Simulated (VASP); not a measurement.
Input of a VASP 6.6.1 run:

The input INCAR:

```
ALGO = Normal
DIPOL = 0.5 0.5 0.500
EDIFF = 1E-7
ENCUT = 520
GGA = PS
IDIPOL = 3
ISIF = 2
ISMEAR = 0
ISYM = 0
LASPH = T
LCHARG = F
LDIPOL = T
LREAL = Auto
LWAVE = F
NBANDS = 61
NELM = 100
PREC = Accurate
SIGMA = 0.1
```

KPOINTS

```
k-points
0
Gamma
  14 3 1
```

Contents of POSCAR:

```
C
1.0
    2.4589175859      0.0000000000      0.0000000000
   -1.2294587930     11.1573273866      0.0000000000
    0.0000000000      0.0000000000     26.5640684355
C
22
Direct
    0.5828026203      0.1656052406      0.2823362701
    0.9232686225      0.8465372451      0.3176551261
    0.5868345339      0.1736690678      0.3356715850
    0.4253079518      0.8506159036      0.3443215320
    0.0888738632      0.1777477264      0.3623379908
    0.4293398654      0.8586797308      0.3976568469
    0.0929057768      0.1858115535      0.4156733058
    0.9313791947      0.8627583893      0.4243232527
    0.5949451060      0.1898902121      0.4423397116
    0.9354111083      0.8708222165      0.4776585676
    0.5989770196      0.1979540393      0.4956750265
    0.4374504375      0.8749008751      0.5043249735
    0.1010163489      0.2020326978      0.5223414324
    0.4414823511      0.8829647022      0.5576602884
    0.1050482625      0.2100965250      0.5756767473
    0.9435216804      0.8870433608      0.5843266942
    0.6070875918      0.2141751835      0.6023431531
    0.9475535940      0.8951071880      0.6376620092
    0.6111195053      0.2222390107      0.6556784680
    0.4495929232      0.8991858465      0.6643284150
    0.1131588346      0.2263176692      0.6823448739
    0.4536248368      0.9072496737      0.7176637299
```

Potentials or basis: VASP PAW PBE potentials, release 64 (C).

Run with:

```console
$ cat potpaw_PBE.64/C/POTCAR > POTCAR
$ mpirun -np 1 vasp_std > vasp.out
```

**Question.** What does it give for the band gap on the k mesh?

**Answer.** Zero (bands 44 and 45 overlap by 0.33 eV).

**Question.** What does it give for the largest force?

**Answer.** 2.554 eV/Å.

Forces on the atoms (eV/Å):
```
C   -0.001 -0.002  1.165
C    0.007  0.272  1.648
C   -0.004 -0.121 -1.568
C   -0.013 -0.206 -2.545
C    0.003  0.049  0.581
C    0.005 -0.035  0.850
C   -0.004 -0.003 -0.289
C   -0.002  0.000 -0.097
C    0.012  0.018  0.128
C    0.000  0.036  0.050
C   -0.003  0.010 -0.093
C    0.002 -0.012  0.095
C   -0.003 -0.037 -0.048
C    0.003 -0.010 -0.134
C    0.000 -0.002  0.104
C    0.000  0.005  0.290
C   -0.003  0.037 -0.844
C    0.002 -0.050 -0.591
C   -0.004  0.204  2.543
C    0.002  0.116  1.566
C    0.003 -0.270 -1.644
C   -0.002  0.003 -1.166
```

Caveat: the PAW data sets were made with another functional, which shifts forces and pressure a little.
